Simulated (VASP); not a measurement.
Crystal: BiB (rocksalt type).

```
B Bi
1.0
     0.00000    2.41127    2.41127
     2.41127    0.00000    2.41127
     2.41127    2.41127    0.00000
B Bi
1 1
Direct
  0.00000 0.00000 0.00000
  0.50000 0.50000 0.50000
```

- Program: VASP 6.6.1
- Task: relaxation of cell and atoms
- Functional: PBE
- Potentials or basis: VASP PAW PBE potentials, release 64 (B, Bi_d)
- Cutoff: 600 eV
- k mesh: 14 × 14 × 14
- Occupations: fermi-dirac, width 0.1 eV
- Spin: no spin polarisation

At the start: pressure 40.4 GPa; volume 14.02 Å³/atom.

Question: How do energy, volume and symmetry change on relaxing?

Answer: Over 19 steps the energy falls by 429.0 meV/atom and the volume is 18.37 Å³/atom (+31.0 %); space group Fm-3m (No. 225, to 0.05 Å).

Step by step:
```csv
step,energy change (eV),largest force (eV/Å),pressure (GPa),volume (Å³)
1,0.0000,0.0000,40.43,28.04
2,-0.5366,0.0000,-10.46,44.99
3,-0.8580,0.0000,-0.06,36.80
4,-0.8579,0.0000,0.39,36.60
5,-0.8579,0.0000,0.38,36.61
6,-0.8579,0.0000,0.34,36.62
7,-0.8579,0.0000,0.32,36.62
8,-0.8579,0.0000,0.32,36.62
9,-0.8579,0.0000,0.33,36.62
10,-0.8579,0.0000,0.33,36.62
11,-0.8579,0.0000,0.34,36.62
12,-0.8579,0.0000,0.36,36.62
13,-0.8579,0.0000,0.31,36.63
14,-0.8579,0.0000,0.30,36.64
15,-0.8580,0.0000,0.26,36.66
16,-0.8580,0.0000,0.21,36.71
17,-0.8580,0.0000,-0.13,36.81
18,-0.8580,0.0000,-0.11,36.77
19,-0.8580,0.0000,-0.03,36.74
```

Final structure:
```xyz
2
Lattice="0.0000 2.6387 2.6387 2.6387 0.0000 2.6387 2.6387 2.6387 0.0000" Properties=species:S:1:pos:R:3 pbc="T T T"
B     0.0000    0.0000    0.0000
Bi    2.6387    2.6387    2.6387
```

Caveat: the volume moved by over 15 % at a fixed basis, so the end points are rough.
